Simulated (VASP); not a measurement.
Wanted: the native input for a VASP 6.6.1 run.

| Item | Value |
| --- | --- |
| Task | single point |
| Functional | HSE06 |
| Potentials or basis | VASP PAW PBE potentials, release 64 (Li_sv, F) |
| Cutoff | 520 eV |
| k mesh | 8 × 8 × 8 |
| Occupations | gaussian, width 0.01 eV |
| Spin | no spin polarisation |
| Dipole correction | no |
| Grid for exact exchange (PRECFOCK) | Normal |
| Further INCAR settings | ALGO = Normal; EDIFF = 1e-06; NBANDS = 12 |
| Share of exact exchange | 0.25 |
| Screening parameter | 0.2079 1/Å |

Crystal: LiF.

```xyz
2
Lattice="2.5191 -0.1390 -0.1390 -0.1390 2.5191 -0.1390 -0.1390 -0.1390 2.5191" Properties=species:S:1:pos:R:3 pbc="T T T"
Li    0.0000    0.0000    0.0000
F     1.1205    1.1205    1.1205
```

This cell differs from its parent crystal: epitaxial 111 strain +5.6%.

One way to write it, as run:

POSCAR

```
LiF
1.0
    2.5191484863     -0.1390269344     -0.1390269344
   -0.1390269344      2.5191484863     -0.1390269344
   -0.1390269344     -0.1390269344      2.5191484863
Li F
1 1
Direct
    0.0000000000      0.0000000000      0.0000000000
    0.5000000000      0.5000000000      0.5000000000
```

INCAR.step1

```
SYSTEM = LiF
ALGO = Normal
EDIFF = 1E-5
ENCUT = 520
GGA = PE
ISIF = 2
ISMEAR = 0
LASPH = .True.
LREAL = .False.
LWAVE = .True.
NBANDS = 12
NELM = 100
PREC = Accurate
SIGMA = 0.01
```

INCAR.step2

```
SYSTEM = LiF
ALGO = Normal
EDIFF = 1E-6
ENCUT = 520
GGA = PE
HFSCREEN = 0.2079
ISIF = 2
ISMEAR = 0
ISTART = 1
LASPH = .True.
LCHARG = .True.
LELF = .True.
LHFCALC = .True.
LREAL = .False.
LVHAR = .True.
LWAVE = .False.
NBANDS = 12
NELM = 100
PREC = Accurate
PRECFOCK = Normal
SIGMA = 0.01
```

KPOINTS

```
k-points
0
Gamma
  8 8 8
  0 0 0
```

Potentials or basis: VASP PAW PBE potentials, release 64 (Li_sv, F).

Command:

```console
$ cat potpaw_PBE.64/Li_sv/POTCAR potpaw_PBE.64/F/POTCAR > POTCAR
$ cp INCAR.step1 INCAR
$ mpirun -np 1 vasp_std > vasp.out
$ cp INCAR.step2 INCAR
$ mpirun -np 1 vasp_std > vasp.out
```

Results of the run:

```
Band gap on the k mesh : 10.39 eV (least direct gap 10.77 eV)
```

Caveat: the cell differs from its parent crystal (epitaxial 111 strain +5.6%); the structure was generated, so it needn't be the stable form of LiF.

Wall time 17 min on 1 thread of Intel(R) Xeon(R) Platinum 8488C (Sapphire Rapids), on a shared host, peak memory 0.24 GiB.
